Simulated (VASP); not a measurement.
NbC: single point with PBE+D4

The system is NbC.

```
CELL_PARAMETERS angstrom
0.00000 2.19944 2.19944
2.19944 0.00000 2.19944
2.19944 2.19944 0.00000
ATOMIC_POSITIONS crystal
Nb 0.00000 0.00000 0.00000
C 0.50000 0.50000 0.50000
```

This cell differs from its parent crystal: volume scaled by 0.96.

```json
{
 "Program": "VASP 6.6.1",
 "Task": "single point",
 "Functional": "PBE",
 "Dispersion": "D4",
 "Potentials or basis": "VASP PAW PBE potentials, release 64 (Nb_sv, C)",
 "Cutoff": "600 eV",
 "k mesh": "10 × 10 × 10",
 "Occupations": "gaussian, width 0.05 eV",
 "Spin": "no spin polarisation",
 "Dipole correction": "no",
 "Further INCAR settings": "ALGO = Normal; EDIFF = 1e-06; NBANDS = 16"
}
```

```
Pressure                   : 13.3 GPa
Dispersion energy per atom : -0.353 eV
```

Levels at points of the mesh, in eV from the Fermi level:
| k point | band 7 | band 8 | band 9 | band 10 | band 11 | band 12 |
| --- | --- | --- | --- | --- | --- | --- |
| (0.00, 0.00, 0.00) | -1.26 | -1.26 | -0.13 | -0.13 | -0.13 | 0.53 |
| (0.50, 0.00, 0.00) | -5.24 | -5.24 | 2.44 | 2.44 | 3.96 | 6.05 |
| (0.50, 0.50, 0.00) | -3.71 | -1.18 | -1.18 | 2.28 | 3.62 | 3.62 |

Wall time 14 s on 1 thread of AMD EPYC 9R45 96-Core Processor (Zen 5), with other jobs on the host, peak memory 0.13 GiB.

Caveat: pairwise dispersion overbinds metals, which lowers pressure and volume.
